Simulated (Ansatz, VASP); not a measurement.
## Two plane-wave programs on Ga

File INCAR:

```
PREC = Accurate ; ENCUT = 520
EDIFF = 1E-7 ; ISMEAR = -1
SIGMA = 0.05 ; LREAL = False
LASPH = True ; NELM = 150
ALGO = Normal ; ISIF = 2
LWAVE = False ; LCHARG = False
MAGMOM = 0 0 0 ; LORBIT = 11
LSORBIT = True ; GGA_COMPAT = False
LORBMOM = True ; GGA = PE
NBANDS = 24
```

File KPOINTS:

```
regular mesh
0
Gamma
  10 10 10
```

The input POSCAR:

```
Ga
1.0
   -1.3843987196      1.3843987196      2.3112238365
    1.3843987196     -1.3843987196      2.3112238365
    1.3843987196      1.3843987196     -2.3112238365
Ga
1
Direct
    0.0000000000      0.0000000000      0.0000000000
```

File input.yaml:

```yaml
crystal:
  lattice:
    - [-1.3843987196, 1.3843987196, 2.3112238365]
    - [1.3843987196, -1.3843987196, 2.3112238365]
    - [1.3843987196, 1.3843987196, -2.3112238365]
  atoms:
    - { symbol: Ga, position: [0.0, 0.0, 0.0] }
hamiltonian:
  xc: pbe
  pseudopotentials: { kind: paw_fr }
magnetization:
  noncollinear: true
  spin_orbit: true
kpoints:
  mp_grid: { grid: [10, 10, 10] }
  band_path:
    path:
      - [[0.0, 0.0, 0.0], [0.0, 0.0, 0.5], [-0.1793941871, 0.1793941871, 0.5], [-0.3396970935, 0.3396970935, 0.3396970935], [0.0, 0.0, 0.0], [0.5, 0.5, -0.5], [0.3396970935, 0.6603029065, -0.3396970935], [0.0, 0.5, 0.0], [0.25, 0.25, 0.25], [0.5, 0.5, -0.1793941871], [0.5, 0.5, -0.5]]
      - [[0.0, 0.0, 0.5], [0.25, 0.25, 0.25]]
    npoints: 14
scf:
  occupations: { method: fermi_dirac, width: 0.05 }
  n_extra_bands: 6
output:
  forces: true
  stress: true
  eigenvalues: true
  fatbands: false
```

Alike in both runs: functional PBE; k mesh 10 × 10 × 10; occupations fermi-dirac, width 0.05 eV; non-collinear spin, spin-orbit coupling.

|  | VASP | Ansatz |
| --- | --- | --- |
| version | VASP 6.6.1 | Ansatz 0.2.0 |
| potentials or method | VASP PAW PBE potentials, release 64 (Ga_d) | Ansatz PAW |
| plane-wave cutoff (eV) | 520 | 420 |
| valence electrons in the cell | 13 | 13 |
| task | single point | band structure |

Ansatz gave:

```
pressure (GPa)                                                : 3.9
traceless stress, the component that is largest in VASP (GPa) : -2.57
net moment per atom (μB)                                      : 0.00
```

Task: Estimate VASP's values.

Result: Pressure (GPa): 4.0; traceless stress, the component that is largest in VASP (GPa): -2.61; net moment per atom (μB): 0.00.

The functional is the same, so the differences come from potentials, cutoffs and numerics.
